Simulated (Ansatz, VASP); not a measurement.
MoS2: VASP beside Ansatz

INCAR

```
ALGO     = Normal         # electronic algorithm
EDIFF    = 1E-6           # SCF threshold, eV
ENCUT    = 500            # plane-wave cutoff, eV
GGA      = PE             # functional
GGA_COMPAT= False        
ISIF     = 2              # what is computed and relaxed
ISMEAR   = 0              # smearing method
IVDW     = 12             # dispersion correction
LASPH    = True           # aspherical terms in the spheres
LCHARG   = False          # write CHGCAR
LREAL    = False          # projectors in reciprocal space
LWAVE    = False          # write WAVECAR
NBANDS   = 20             # bands
NELM     = 120            # most SCF steps
PREC     = Accurate       # precision mode
SIGMA    = 0.05           # smearing width, eV
```

Contents of KPOINTS:

```
k-points
0
Gamma
  12 12 6
```

POSCAR

```
MoS2
1.0
    3.3592866932      0.0000000000      0.0000000000
   -1.6796433466      2.9092276149      0.0000000000
    0.0000000000      0.0000000000      6.5415389778
Mo S
1 2
Direct
    0.0000000000      0.0000000000      0.0000000000
    0.3333333333      0.6666666667      0.2357940733
    0.3333333333      0.6666666667      0.7642059267
```

Input for Ansatz:

```yaml
crystal:
  lattice:
    - [3.3592866932, 0.0, 0.0]
    - [-1.6796433466, 2.9092276149, 0.0]
    - [0.0, 0.0, 6.5415389778]
  atoms:
    - { symbol: Mo, position: [0.0, 0.0, 0.0] }
    - { symbol: S, position: [0.3333333333, 0.6666666667, 0.2357940733] }
    - { symbol: S, position: [0.3333333333, 0.6666666667, 0.7642059267] }
basis:
  ecutwfc: 420
kpoints:
  mp_grid: { grid: [12, 12, 6] }
hamiltonian:
  xc: pbe
  dispersion: d3bj
scf:
  occupations: { method: gaussian, width: 0.05 }
output:
  forces: true
  stress: true
  eigenvalues: true
```

Alike in both runs: task single point; functional PBE; dispersion D3(BJ); k mesh 12 × 12 × 6; occupations gaussian, width 0.05 eV; no spin polarisation.

|  | VASP | Ansatz |
| --- | --- | --- |
| version | VASP 6.6.1 | Ansatz 0.2.0 |
| potentials or method | VASP PAW PBE potentials, release 64 (Mo_sv, S), cutoff 500 eV | scalar-relativistic, plane waves, PAW |
| valence electrons in the cell | 26 | 26 |

```tsv
	VASP	Ansatz	Ansatz less VASP
gap on the k mesh at the Fermi level (eV)	0.32	0.30	-0.013
least direct gap on the mesh (eV)	1.20	1.20	-0.002
pressure (GPa)	-11.7	-11.6	+0.07
traceless stress, the component that is largest in VASP (GPa)	6.66	6.68	+0.016
rms of the force components (eV/Å)	0.333	0.329	-0.0040
```

Atom by atom the forces differ by 0.004 eV/Å (rms over components).
